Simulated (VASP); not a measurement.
MgTl: electric field gradients with LDA

MgTl:

```
Mg Tl
1.0
     3.64708    0.00000    0.00000
     0.00000    3.64708    0.00000
     0.00000    0.00000    3.64708
Mg Tl
1 1
Direct
  0.00000 0.00000 0.00000
  0.50000 0.50000 0.50000
```

```
Program                : VASP 6.6.1
Task                   : electric field gradients
Functional             : LDA
Potentials or basis    : VASP PAW LDA potentials, release 64 (Mg, Tl_d)
Cutoff                 : 520 eV
k mesh                 : 9 × 9 × 9
Occupations            : fermi-dirac, width 0.05 eV
Spin                   : no spin polarisation
Dipole correction      : no
Further INCAR settings : ALGO = Normal; EDIFF = 1e-08; NBANDS = 14
```

The pressure is -3.0 GPa. The band gap on the k mesh is zero (an odd number of electrons rules out a gap without spin polarisation) and the largest electric field gradient by atom is zero within the noise of the run.

Levels at points of the mesh, in eV from the Fermi level:
```tsv
k point	band 4	band 5	band 6	band 7	band 8	band 9	band 10	band 11
(0.00, 0.00, 0.00)	-11.45	-11.45	-9.58	2.34	2.34	2.34	3.21	5.30
```

Wall time 22 s on 1 thread of Intel Xeon 8259CL, on a shared host, peak memory 0.16 GiB.

Caveat: the cell stands under tension; spin-orbit coupling is left out, which moves the levels of the heavy elements.
